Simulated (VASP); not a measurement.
Here is a VASP 6.6.1 calculation.

File INCAR:

```
PREC = Accurate ; ENCUT = 600
EDIFF = 1E-6 ; ISMEAR = 0
SIGMA = 0.02 ; LREAL = F
LASPH = T ; NELM = 60
ALGO = Normal ; ISIF = 3
LWAVE = F ; LCHARG = F
GGA = PE ; IBRION = 2
NSW = 100 ; EDIFFG = -0.005
```

KPOINTS

```
Automatic mesh
0
Gamma
  10 10 10
```

File POSCAR:

```
BP
1.0
    0.0000000000      2.2660723845      2.2660723845
    2.2660723845      0.0000000000      2.2660723845
    2.2660723845      2.2660723845      0.0000000000
B P
1 1
Direct
    0.0000000000      0.0000000000      0.0000000000
    0.2500000000      0.2500000000      0.2500000000
```

Potentials or basis: VASP PAW PBE potentials, release 64 (B, P).

The run is started by

```bash
$ cat potpaw_PBE.64/B/POTCAR potpaw_PBE.64/P/POTCAR > POTCAR
$ mpirun -np 1 vasp_std > vasp.out
```

(1) Estimate the band gap on the k mesh.

(2) What does it give for the space group after relaxing (to 0.05 Å)?

## Answers

(1) 1.25 eV, indirect (least direct gap 3.39 eV).

(2) F-43m (No. 216).
